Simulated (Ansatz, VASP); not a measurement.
One calculation of LiH, two programs

File POSCAR:

```
LiH
1.0
    0.0000000000      2.0029948335      2.0029948335
    2.0029948335      0.0000000000      2.0029948335
    2.0029948335      2.0029948335      0.0000000000
Li H
1 1
Direct
    0.0000000000      0.0000000000      0.0000000000
    0.5000000000      0.5000000000      0.5000000000
```

Contents of INCAR.step1:

```
PREC     = Accurate       # precision mode
ENCUT    = 520            # plane-wave cutoff, eV
EDIFF    = 1E-5           # SCF threshold, eV
ISMEAR   = 0              # smearing method
SIGMA    = 0.01           # smearing width, eV
LREAL    = False          # projectors in reciprocal space
LASPH    = True           # aspherical terms in the spheres
NELM     = 80             # most SCF steps
ALGO     = Normal         # electronic algorithm
ISIF     = 2              # what is computed and relaxed
LWAVE    = True           # write WAVECAR
LCHARG   = False          # write CHGCAR
GGA      = PE             # functional
NBANDS   = 9              # bands
```

File INCAR.step2:

```
PREC     = Accurate       # precision mode
ENCUT    = 520            # plane-wave cutoff, eV
EDIFF    = 1E-7           # SCF threshold, eV
ISMEAR   = 0              # smearing method
SIGMA    = 0.01           # smearing width, eV
LREAL    = False          # projectors in reciprocal space
LASPH    = True           # aspherical terms in the spheres
NELM     = 80             # most SCF steps
ALGO     = Normal         # electronic algorithm
ISIF     = 2              # what is computed and relaxed
LWAVE    = False          # write WAVECAR
LCHARG   = False          # write CHGCAR
GGA      = PE             # functional
LHFCALC  = True           # exact exchange
HFSCREEN = 0.2079         # screening, 1/A
PRECFOCK = Normal       
ISTART   = 1            
NBANDS   = 9              # bands
```

The input KPOINTS:

```
Automatic mesh
0
Gamma
  6 6 6
```

Input for Ansatz:

```yaml
crystal:
  lattice:
    - [0.0, 2.0029948335, 2.0029948335]
    - [2.0029948335, 0.0, 2.0029948335]
    - [2.0029948335, 2.0029948335, 0.0]
  atoms:
    - { symbol: Li, position: [0.0, 0.0, 0.0] }
    - { symbol: H, position: [0.5, 0.5, 0.5] }
kpoints:
  mp_grid: { grid: [6, 6, 6] }
hamiltonian:
  xc: hse06
scf:
  occupations: { method: fixed }
  n_extra_bands: 4
output:
  forces: true
  stress: true
  eigenvalues: true
```

Alike in both runs: task single point; functional HSE06; k mesh 6 × 6 × 6; no spin polarisation.

```csv
,VASP,Ansatz
version,VASP 6.6.1,Ansatz 0.2.0
potentials or method,"VASP PAW PBE potentials, release 64 (Li_sv, H)","plane waves, PAW"
plane-wave cutoff (eV),520,420
occupations,"gaussian, width 0.01 eV",fixed
valence electrons in the cell,4,4
```

|  | VASP | Ansatz | Ansatz less VASP |
| --- | --- | --- | --- |
| gap on the k mesh at the Fermi level (eV) | 3.97 | 3.97 | +0.002 |

Ansatz's warnings: stress exchange threshold loose, stress scf threshold loose.

The k mesh is coarse, so the values compare programs but aren't converged. Noted on VASP's run: the cutoff is short for stress, so the pressure is rough.
